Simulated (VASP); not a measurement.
## Ca: single point with PBEsol

Crystal: Ca.

```
Ca
1.0
     0.00000    2.72779    2.72779
     2.72779    0.00000    2.72779
     2.72779    2.72779    0.00000
Ca
1
Direct
  0.00000 0.00000 0.00000
```

* Program: VASP 6.6.1
* Task: single point
* Functional: PBEsol
* Potentials or basis: VASP PAW PBE potentials, release 64 (Ca_sv)
* Cutoff: 520 eV
* k mesh: 18 × 18 × 18
* Occupations: fermi-dirac, width 0.08 eV
* Spin: no spin polarisation
* Dipole correction: no
* Further INCAR settings: ALGO = Normal; EDIFF = 1e-07; NBANDS = 11

```yaml
Pressure: 0.0 GPa
Band_gap_on_the_k_mesh: zero (bands 5 and 6 overlap by 0.27 eV)
```

Levels at points of the mesh, in eV from the Fermi level:
```
           k point  band 2  band 3  band 4  band 5  band 6  band 7  band 8  band 9
(0.00, 0.00, 0.00)  -22.73  -22.73  -22.73   -4.10    2.38    2.38    2.38    3.51
(0.50, 0.00, 0.00)  -22.90  -22.76  -22.76   -1.02   -0.12    2.26    2.26    4.24
(0.50, 0.50, 0.00)  -22.89  -22.79  -22.79   -0.50    0.54    1.04    4.23    4.43
```

Wall time 2.5 min on 1 thread of Intel Xeon 8259CL (shared host), peak memory 0.23 GiB.

Caveat: the PAW data sets were made with another functional, which shifts forces and pressure a little.
